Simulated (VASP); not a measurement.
Here is a VASP 6.6.1 calculation.

File INCAR:

```
PREC = Accurate ; ENCUT = 520
EDIFF = 1E-6 ; ISMEAR = 0
SIGMA = 0.1 ; LREAL = False
LASPH = True ; NELM = 80
ALGO = Normal ; ISIF = 2
LWAVE = False ; LCHARG = False
GGA = PE ; NBANDS = 16
```

The input KPOINTS:

```
Automatic mesh
0
Gamma
  8 8 8
```

The input POSCAR:

```
BAs
1.0
   -1.6795627700      1.6795627700      5.8181759100
    1.6795627700     -1.6795627700      5.8181759100
    1.6795627700      1.6795627700     -5.8181759100
B As
2 2
Direct
    0.8333333400      0.8333333400      0.0000000000
    0.5833333400      0.0833333400      0.5000000000
    0.6666666600      0.6666666600      0.0000000000
    0.4166666600      0.9166666600      0.5000000000
```

Potentials or basis: VASP PAW PBE potentials, release 64 (B, As).

The run is started by

```bash
$ cat potpaw_PBE.64/B/POTCAR potpaw_PBE.64/As/POTCAR > POTCAR
$ mpirun -np 1 vasp_std > vasp.out
```

Task: What does it give for the band gap on the k mesh?

Result: Zero (bands 8 and 9 overlap by 2.62 eV).

Task: What does it give for the largest force?

Result: 0.767 eV/Å.

Forces in eV/Å, atoms in the order of the input:
```
B    0.000  0.000  0.767
B    0.000  0.000  0.767
As   0.000  0.000 -0.767
As   0.000  0.000 -0.767
```
